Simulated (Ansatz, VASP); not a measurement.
**Two plane-wave programs on BN**

```
B N
1.0
     2.50399    0.00000    0.00000
    -1.25200    2.16852    0.00000
     0.00000    0.00000    6.66120
B N
2 2
Direct
  0.29324 0.63732 0.25000
  0.70676 0.36268 0.75000
  0.37336 0.69597 0.75000
  0.62664 0.30403 0.25000
```

Change from the starting cell: mode 4 (47.7 1/cm) frozen in, largest displacement -0.090 Å.

Alike in both runs: task single point; functional r2SCAN; k mesh 12 × 12 × 4; occupations gaussian, width 0.05 eV; no spin polarisation.

|  | VASP | Ansatz |
| --- | --- | --- |
| version | VASP 6.6.1 | Ansatz 0.2.0 |
| potentials or method | VASP PAW PBE potentials, release 64 (B, N), cutoff 520 eV | scalar-relativistic, plane waves, PAW |
| valence electrons in the cell | 16 | 16 |

|  | VASP | Ansatz | Ansatz less VASP |
| --- | --- | --- | --- |
| gap on the k mesh at the Fermi level (eV) | 4.51 | 4.48 | -0.035 |
| least direct gap on the mesh (eV) | 4.90 | 4.87 | -0.031 |
| pressure (GPa) | -0.2 | -0.6 | -0.39 |
| traceless stress, the component that is largest in VASP (GPa) | 0.85 | 1.52 | +0.668 |
| rms of the force components (eV/Å) | 0.005 | 0.005 | -0.0001 |

VASP's potentials were made for PBE, not for r2SCAN. Atom by atom the forces differ by 0.000 eV/Å (rms over components). The functional is the same, so the differences come from potentials, cutoffs and numerics.
